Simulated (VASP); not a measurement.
Write the native input for VASP 6.6.1 that does the following.

```yaml
Task: single point
Functional: PBE
Potentials_or_basis: VASP PAW PBE potentials, release 64 (Al, Pt)
Cutoff: 520 eV
k_mesh: 6 × 6 × 14
Occupations: gaussian, width 0.1 eV
Spin: no spin polarisation
Dipole_correction: no
Further_INCAR_settings: ALGO = Fast; EDIFF = 1e-07; NBANDS = 25
```

The structure of Al2Pt lies in POSCAR:

```
Al2Pt
1.0
    5.9583368189      0.0000000000      0.0000000000
    0.0000000000      5.9583368189      0.0000000000
    0.0000000000      0.0000000000      2.8367026132
Al Pt
4 2
Direct
    0.6658637449      0.8341362551      0.5000000000
    0.3341362551      0.1658637449      0.5000000000
    0.1658637449      0.6658637449      0.5000000000
    0.8341362551      0.3341362551      0.5000000000
    0.0000000000      0.0000000000      0.0000000000
    0.5000000000      0.5000000000      0.0000000000
```

The cell was built from a structure type or drawn by symmetry, and may not be a known phase.

The input as run:

INCAR

```
SYSTEM = Al2Pt
PREC = Accurate
ENCUT = 520
EDIFF = 1E-7
ISMEAR = 0
SIGMA = 0.1
LREAL = .False.
LASPH = .True.
NELM = 60
ALGO = Fast
ISIF = 2
LWAVE = .False.
LCHARG = .False.
GGA = PE
NBANDS = 25
```

KPOINTS

```
Automatic mesh
0
Gamma
  6 6 14
  0 0 0
```

Potentials or basis: VASP PAW PBE potentials, release 64 (Al, Pt).

Run with:

```sh
$ cat potpaw_PBE.64/Al/POTCAR potpaw_PBE.64/Pt/POTCAR > POTCAR
$ mpirun -np 1 vasp_std > vasp.out
```

Results of the run:

- Pressure: -0.1 GPa
- Band gap on the k mesh: zero (bands 16 and 17 overlap by 2.55 eV)

Caveat: spin-orbit coupling is left out, which moves the levels of the heavy elements.

Wall time 76 s on 1 thread of Intel(R) Xeon(R) 6975P-C (Granite Rapids), on a shared host, peak memory 0.34 GiB.
